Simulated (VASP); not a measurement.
A run of VASP 6.6.1 is set up as follows.

Contents of POSCAR:

```
GaN
1.0
    0.0000000000      2.1646168212      2.3350997714
    2.1646168212      0.0000000000      2.3350997714
    2.1646168212      2.1646168212      0.0000000000
Ga N
1 1
Direct
    0.0000000000      0.0000000000      0.0000000000
    0.2500000000      0.2500000000      0.2500000000
```

Contents of INCAR.step1:

```
PREC = Accurate
ENCUT = 910
ISMEAR = 0
SIGMA = 0.01
LREAL = False
LASPH = True
NELM = 120
NBANDS = 16
GGA = PE
ALGO = Normal
EDIFF = 1E-5
LWAVE = True
LCHARG = False
GGA_COMPAT = False
```

File INCAR.step2:

```
PREC = Accurate
ENCUT = 910
EDIFF = 1E-6
ISMEAR = 0
SIGMA = 0.01
LREAL = False
LASPH = True
NELM = 120
ALGO = Normal
ISIF = 2
LWAVE = False
LCHARG = False
METAGGA = R2SCAN
LMIXTAU = True
NBANDS = 16
ISTART = 1
GGA_COMPAT = False
```

File KPOINTS:

```
regular mesh
0
Gamma
  10 10 10
```

Potentials or basis: VASP PAW PBE potentials, release 64 (Ga_d, N_h).

Launch:

```bash
$ cat potpaw_PBE.64/Ga_d/POTCAR potpaw_PBE.64/N_h/POTCAR > POTCAR
$ cp INCAR.step1 INCAR
$ mpirun -np 1 vasp_std > vasp.out
$ cp INCAR.step2 INCAR
$ mpirun -np 1 vasp_std > vasp.out
```

Question: Predict the pressure.

Answer: 8.9 GPa.

Question: What does it give for the band gap on the k mesh?

Answer: 2.26 eV, direct.

Stress tensor (GPa, compression positive):
```
12.75  0.00  0.00
 0.00 12.75  0.00
 0.00  0.00  1.21
```

Caveat: the cell differs from its parent crystal (epitaxial xy strain -3.8%); the cutoff is under 1.25 times the usual one of these potentials, so pressure, stress and relaxed cells hold a basis-set (Pulay) error; the PAW data sets were made with another functional, which shifts forces and pressure a little.
